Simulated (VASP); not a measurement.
# ScFeC4N4 (P-43m) in VASP: further runs, part 2 of 2

VASP 6.6.1.

## Step 3: Single point, PBE, collinear spin, ferromagnetic start

This run uses another cell than the first one, of 22.00 Å³/atom.

INCAR reads:

```
ALGO = Normal ; EDIFF = 1E-6
ENCUT = 520 ; GGA = PE
ISIF = 2 ; ISMEAR = 0
ISPIN = 2 ; LASPH = True
LCHARG = False ; LMAXMIX = 4
LORBIT = 11 ; LREAL = False
LWAVE = False ; MAGMOM = 0 4 0 0 0 0 0 0 0 0
NBANDS = 42 ; NELM = 150
PREC = Accurate ; SIGMA = 0.1
```

KPOINTS reads:

```
k-points
0
Gamma
  4 4 4
```

POSCAR reads:

```
ScFeC4N4
1.0
    6.0367744100      0.0000000000      0.0000000000
    0.0000000000      6.0367744100      0.0000000000
    0.0000000000      0.0000000000      6.0367744100
Sc Fe C N
1 1 4 4
Direct
    0.5000000000      0.5000000000      0.5000000000
    0.0000000000      0.0000000000      0.0000000000
    0.1853481300      0.1853481300      0.1853481300
    0.1853481300      0.8146518700      0.8146518700
    0.8146518700      0.1853481300      0.8146518700
    0.8146518700      0.8146518700      0.1853481300
    0.2972456000      0.2972456000      0.2972456000
    0.2972456000      0.7027544000      0.7027544000
    0.7027544000      0.2972456000      0.7027544000
    0.7027544000      0.7027544000      0.2972456000
```

Potentials or basis: VASP PAW PBE potentials, release 64 (Sc_sv, Fe, C, N).

Launch:

```sh
cat potpaw_PBE.64/Sc_sv/POTCAR potpaw_PBE.64/Fe/POTCAR potpaw_PBE.64/C/POTCAR potpaw_PBE.64/N/POTCAR > POTCAR
mpirun -np 1 vasp_std > vasp.out
```

OUTCAR:

```text
EDIFF = 1E-6
   ENCUT = 520
   GGA = PE
   ISIF = 2
   ISMEAR = 0
   ISPIN = 2
   LASPH = True
   LORBIT = 11
   LREAL = False
   NELM = 150
   PREC = Accurate

 ion  position               nearest neighbor table
   1  0.500  0.500  0.500-   7 2.12   8 2.12   9 2.12  10 2.12
   2  0.000  0.000  0.000-   3 1.94   4 1.94   5 1.94   6 1.94
   3  0.185  0.185  0.185-   7 1.17   2 1.94
   4  0.185  0.815  0.815-   8 1.17   2 1.94
   5  0.815  0.185  0.815-   9 1.17   2 1.94
   6  0.815  0.815  0.185-  10 1.17   2 1.94
   7  0.297  0.297  0.297-   3 1.17   1 2.12
   8  0.297  0.703  0.703-   4 1.17   1 2.12
   9  0.703  0.297  0.703-   5 1.17   1 2.12
  10  0.703  0.703  0.297-   6 1.17   1 2.12

  LATTYP: Found a simple cubic cell.
 ALAT       =     6.0367744100

  Lattice vectors:

 A1 = (   6.0367744100,   0.0000000000,   0.0000000000)
 A2 = (   0.0000000000,   6.0367744100,   0.0000000000)
 A3 = (   0.0000000000,   0.0000000000,   6.0367744100)

Analysis of symmetry for initial positions (statically):
=====================================================================
 Subroutine PRICEL returns:
 Original cell was already a primitive cell.

 Routine SETGRP: Setting up the symmetry group for a
 simple cubic supercell.

 Subroutine GETGRP returns: Found 24 space group operations
 (whereof 24 operations were pure point group operations)
 out of a pool of 48 trial point group operations.

The static configuration has the point symmetry T_d .

Analysis of symmetry for dynamics (positions and initial velocities):
=====================================================================
 Subroutine PRICEL returns:
 Original cell was already a primitive cell.

 Routine SETGRP: Setting up the symmetry group for a
 simple cubic supercell.

 Subroutine GETGRP returns: Found 24 space group operations
 (whereof 24 operations were pure point group operations)
 out of a pool of 48 trial point group operations.

The dynamic configuration has the point symmetry T_d .

Analysis of structural, dynamic, and magnetic symmetry:
=====================================================================
 Subroutine PRICEL returns:
 Original cell was already a primitive cell.

 Routine SETGRP: Setting up the symmetry group for a
 simple cubic supercell.

 Subroutine GETGRP returns: Found 24 space group operations
 (whereof 24 operations were pure point group operations)
 out of a pool of 48 trial point group operations.

The overall configuration has the point symmetry T_d .

 Subroutine INISYM returns: Found 24 space group operations
 (whereof 24 operations are pure point group operations),
 and found     1 'primitive' translations

----------------------------------------------------------------------------------------

                                     Primitive cell

  volume of cell :     219.9960

  direct lattice vectors                    reciprocal lattice vectors
     6.036774410  0.000000000  0.000000000     0.165651378  0.000000000  0.000000000
     0.000000000  6.036774410  0.000000000     0.000000000  0.165651378  0.000000000
[... 102 lines left out ...]
   EFERMI_NEDOS =   21; number of points for ismear=-14 and -15
   IALGO  =     38    algorithm
   IMIX   =      4    mixing-type and parameters
     AMIX     =   0.40;   BMIX     =  1.00
     AMIX_MAG =   1.60;   BMIX_MAG =  1.00
  volume/ion in A,a.u.               =      22.00       148.46
  Fermi-wavevector in a.u.,A,eV,Ry     =   1.031314  1.948900 14.471264  1.063608
  Thomas-Fermi vector in A             =   2.165456
   LORBIT       =     11    0 simple, 1 ext, 2 COOP (PROOUT), +10 PAW based schemes
   GGA     = PE    functional components
   LHFCALC =     F    Hartree Fock is set to
   AEXX    =    0.0000 exact exchange contribution
   IVDW    =     0    specifies the selected vdW correction
   LEPSILON=     F    determine dielectric tensor
   LRPA    =     F    only Hartree local field effects (RPA)
 spin polarized calculation
 Gauss-broadening in eV      SIGMA  =   0.10
  energy-cutoff  :      520.00
  volume of cell :      220.00
 maximum number of plane-waves:      5940
 NGX is ok and might be reduce to    48
   NGX = 23   NGY = 23   NGZ = 23

 number of electron      54.9999997 magnetization       2.9997415

 Free energy of the ion-electron system (eV)
  ---------------------------------------------------
  ext. energy  EPLUGINS =         0.00000000
  ---------------------------------------------------
  free energy    TOTEN  =       -84.69539699 eV

  energy without entropy =      -84.69539686  energy(sigma->0) =      -84.69539693

 E-fermi :  -0.4581     XC(G=0):  -6.9112

 val. band max:       -0.7777801404   @ k =   0.5000   0.0000   0.0000
 cond. band min:      -0.1430993646   @ k =   0.5000   0.0000   0.0000
 fundamental gap:      0.6346807758
 Fermi energy:        -0.4580765721

 spin component 1

 k-point     1 :       0.0000    0.0000    0.0000
  band No.  band energies     occupation
      1     -51.2616      1.00000
      2     -29.8838      1.00000
      3     -29.8838      1.00000
      4     -29.8838      1.00000
      5     -18.8940      1.00000
      6     -18.7977      1.00000
[... 409 lines left out ...]
     38       4.1091      0.00000
     39       4.1091      0.00000
 Fermi energy:        -0.4580765721

 spin component 2

 k-point     1 :       0.0000    0.0000    0.0000
  band No.  band energies     occupation
      1     -51.2616      1.00000
      2     -29.8831      1.00000
      3     -29.8831      1.00000
      4     -29.8831      1.00000
      5     -18.8298      1.00000
      6     -18.7345      1.00000
[... 409 lines left out ...]
     38       4.4467      0.00000
     39       4.4468      0.00000
 [bands above 39 left out]

------------------------ aborting loop because EDIFF is reached ----------------------------------------

  FORCE on cell =-STRESS in cart. coord.  units (eV):
  Direction    XX          YY          ZZ          XY          YZ          ZX
  --------------------------------------------------------------------------------------
  -------------------------------------------------------------------------------------
  Total        0.5351389      0.5351389      0.5351389      0.0000000      0.0000000     -0.0000000
  in kB        3.8972856      3.8972856      3.8972856      0.0000000      0.0000000     -0.0000000
  external PRESSURE =       3.8972856 kB  Pullay stress =       0.0000000 kB

 VOLUME and BASIS-vectors are now :
 -----------------------------------------------------------------------------
  energy-cutoff  :      520.00
  volume of cell :      220.00
      direct lattice vectors                 reciprocal lattice vectors
     6.036774410  0.000000000  0.000000000     0.165651378  0.000000000  0.000000000
     0.000000000  6.036774410  0.000000000     0.000000000  0.165651378  0.000000000
     0.000000000  0.000000000  6.036774410     0.000000000  0.000000000  0.165651378

 POSITION                                       TOTAL-FORCE (eV/Angst)
 -----------------------------------------------------------------------------------
      3.01839      3.01839      3.01839        -0.000000     -0.000000     -0.000000
      0.00000      0.00000      0.00000        -0.000000     -0.000000     -0.000000
      1.11890      1.11890      1.11890        -1.146267     -1.146267     -1.146267
      1.11890      4.91787      4.91787        -1.146267      1.146267      1.146267
      4.91787      1.11890      4.91787         1.146267     -1.146267      1.146267
      4.91787      4.91787      1.11890         1.146267      1.146267     -1.146267
      1.79440      1.79440      1.79440         1.259852      1.259852      1.259852
      1.79440      4.24237      4.24237         1.259852     -1.259852     -1.259852
      4.24237      1.79440      4.24237        -1.259852      1.259852     -1.259852
      4.24237      4.24237      1.79440        -1.259852     -1.259852      1.259852
 -----------------------------------------------------------------------------------
    total drift:                                0.000000      0.000000     -0.000000

  FREE ENERGIE OF THE ION-ELECTRON SYSTEM (eV)
  ---------------------------------------------------
  free  energy   TOTEN  =       -84.6953969950 eV

  energy  without entropy=      -84.6953968594  energy(sigma->0) =      -84.69539693

 total charge

# of ion       s       p       d       tot
------------------------------------------
    1        2.205   6.185   0.946   9.336
    2        0.462   0.674   6.238   7.374
    3        0.971   1.599   0.000   2.570
    4        0.971   1.599   0.000   2.570
    5        0.971   1.599   0.000   2.570
    6        0.971   1.599   0.000   2.570
    7        1.301   2.634   0.000   3.935
    8        1.301   2.634   0.000   3.935
    9        1.301   2.634   0.000   3.935
   10        1.301   2.634   0.000   3.935
--------------------------------------------------
tot         11.755  23.791   7.184  42.729

 magnetization (x)

# of ion       s       p       d       tot
------------------------------------------
    1        0.000   0.001   0.002   0.003
    2        0.014   0.138   2.181   2.334
    3        0.002  -0.008   0.000  -0.007
    4        0.002  -0.008   0.000  -0.007
    5        0.002  -0.008   0.000  -0.007
    6        0.002  -0.008   0.000  -0.007
    7        0.003   0.046   0.000   0.049
    8        0.003   0.046   0.000   0.049
    9        0.003   0.046   0.000   0.049
   10        0.003   0.046   0.000   0.049
--------------------------------------------------
tot          0.035   0.289   2.183   2.506
```

Run time: 4.5 min. Hardware: 1 thread of Intel Xeon Platinum 8259CL at 2.50GHz (Skylake/Cascade Lake), shared host; peak memory 0.49 GiB.

What came out:

```
Free energy                                           : -84.6954 eV
Pressure                                              : 0.4 GPa
Largest force                                         : 2.182 eV/Å
Band gap on the k mesh                                : 0.63 eV
Net moment                                            : 3.00 μB per cell
Site moments                                          : Sc +0.00; Fe +2.33; C -0.01; N +0.05 μB
Valence electrons inside the program's atomic spheres : Sc 9.34; Fe 7.37; C 2.57; N 3.94
```

Forces in eV/Å, atoms in the order of the input:
```
Sc   0.000  0.000  0.000
Fe   0.000  0.000  0.000
C   -1.146 -1.146 -1.146
C   -1.146  1.146  1.146
C    1.146 -1.146  1.146
C    1.146  1.146 -1.146
N    1.260  1.260  1.260
N    1.260 -1.260 -1.260
N   -1.260  1.260 -1.260
N   -1.260 -1.260  1.260
```

Caveat: a cell with one magnetic atom can't hold antiferromagnetic order, which such compounds often take; forces of over 1 eV/Å act on the atoms, so gaps and moduli don't describe the material at rest. A k mesh can miss the band edges.
